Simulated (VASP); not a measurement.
Write the native input for VASP 6.6.1 that does the following.

* Task: relaxation of cell and atoms
* Functional: LDA
* Potentials or basis: VASP PAW LDA potentials, release 64 (Be)
* Cutoff: 600 eV
* k mesh: 27 × 27 × 15
* Occupations: methfessel-paxton, width 0.1 eV
* Spin: no spin polarisation
* Dipole correction: no
* Further INCAR settings: ALGO = Normal; EDIFF = 1e-06; IBRION = 2; EDIFFG = -0.005; NSW = 60; ISIF = 3

The structure of Be lies in POSCAR:

```
Be
1.0
    2.2900000000      0.0000000000      0.0000000000
   -1.1450000000      1.9831981750      0.0000000000
    0.0000000000      0.0000000000      3.5884300000
Be
2
Direct
    0.0000000000      0.0000000000      0.0000000000
    0.3333333333      0.6666666667      0.5000000000
```

These files were run (other wordings do the same):

INCAR

```
PREC = Accurate ; ENCUT = 600
EDIFF = 1E-6 ; ISMEAR = 1
SIGMA = 0.1 ; LREAL = False
LASPH = True ; NELM = 100
ALGO = Normal ; ISIF = 3
LWAVE = False ; LCHARG = False
IBRION = 2 ; NSW = 60
EDIFFG = -0.005
```

KPOINTS

```
Automatic mesh
0
Gamma
  27 27 15
```

Potentials or basis: VASP PAW LDA potentials, release 64 (Be).

The run is started by

```console
$ cat potpaw_LDA.64/Be/POTCAR > POTCAR
$ mpirun -np 1 vasp_std > vasp.out
```

Results of the run:

```json
{
  "Relaxed volume": "7.58 Å³/atom",
  "Relaxed cell": "a = 2.232 Å, b = 2.232 Å, c = 3.514 Å, α = 90.00°, β = 90.00°, γ = 120.00°",
  "Space group after relaxing (to 0.1 Å)": "P6_3/mmc (No. 194)",
  "Energy gained by relaxing": "15.9 meV/atom",
  "Ionic steps": "7",
  "Pressure after relaxing": "0.0 GPa",
  "Band gap on the k mesh": "zero (bands 2 and 3 overlap by 2.18 eV)"
}
```

It took 50 s on 1 thread of Intel(R) Xeon(R) 6975P-C (Granite Rapids), with other jobs on the host, peak memory 0.18 GiB.
